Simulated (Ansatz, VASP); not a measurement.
**Cd4Se3: VASP beside Ansatz**

The input INCAR:

```
SYSTEM = Cd4Se3
  PREC = Accurate
  ENCUT = 600
  EDIFF = 1E-6
  ISMEAR = 0
  SIGMA = 0.1
  LREAL = .False.
  LASPH = .True.
  NELM = 60
  ALGO = Normal
  ISIF = 3
  LWAVE = .False.
  LCHARG = .False.
  GGA = PE
  IBRION = 2
  NSW = 100
  EDIFFG = -0.01
```

KPOINTS

```
regular mesh
0
Gamma
  6 6 6
  0 0 0
```

Contents of POSCAR:

```
Cd4Se3
1.0
    5.6866517032      0.0000000000      0.0000000000
    0.0000000000      5.6866517032      0.0000000000
    0.0000000000      0.0000000000      5.6866517032
Cd Se
4 3
Direct
    0.5000000000      0.5000000000      0.5000000000
    0.5000000000      0.0000000000      0.0000000000
    0.0000000000      0.5000000000      0.0000000000
    0.0000000000      0.0000000000      0.5000000000
    0.5000000000      0.5000000000      0.0000000000
    0.0000000000      0.5000000000      0.5000000000
    0.5000000000      0.0000000000      0.5000000000
```

Input for Ansatz:

```yaml
crystal:
  lattice:
    - [5.6866517032, 0.0, 0.0]
    - [0.0, 5.6866517032, 0.0]
    - [0.0, 0.0, 5.6866517032]
  atoms:
    - { symbol: Cd, position: [0.5, 0.5, 0.5] }
    - { symbol: Cd, position: [0.5, 0.0, 0.0] }
    - { symbol: Cd, position: [0.0, 0.5, 0.0] }
    - { symbol: Cd, position: [0.0, 0.0, 0.5] }
    - { symbol: Se, position: [0.5, 0.5, 0.0] }
    - { symbol: Se, position: [0.0, 0.5, 0.5] }
    - { symbol: Se, position: [0.5, 0.0, 0.5] }
basis:
  ecutwfc: 420
kpoints:
  mp_grid: { grid: [6, 6, 6] }
hamiltonian:
  xc: pbe
scf:
  occupations: { method: gaussian, width: 0.1 }
output:
  forces: true
  stress: true
  eigenvalues: true
  write_density: true
  write_potential: true
  elf: true
  volumetric_format: npy
relax:
  adjacent_minimum: "off"
  f_tol: 0.01
  max_steps: 80
  cell: { stress_tol: 0.05 }
```

Change from the starting cell: species swapped into the W3N4 type (Pm-3m, No. 221).

Alike in both runs: task relaxation of cell and atoms; functional PBE; k mesh 6 × 6 × 6; occupations gaussian, width 0.1 eV; no spin polarisation.

|  | VASP | Ansatz |
| --- | --- | --- |
| version | VASP 6.6.1 | Ansatz 0.2.0 |
| potentials or method | VASP PAW PBE potentials, release 64 (Cd, Se), cutoff 600 eV | scalar-relativistic, plane waves, PAW |
| valence electrons in the cell | 66 | 128 |

|  | VASP | Ansatz | Ansatz less VASP |
| --- | --- | --- | --- |
| gap on the k mesh at the Fermi level, each at its own relaxed structure (eV) | none | none | - |
| relaxed volume (Å³/atom) | 26.78 | 26.68 | -0.108 |
| relaxed cell length with the largest relative difference (Å) | 5.723 | 5.716 | -0.0077 |

A gap of «none» marks a metal or a gap that the smearing closes. VASP's potentials hold 66 valence electrons a cell and Ansatz's 128, so a difference there can come from the potentials and not from the codes.
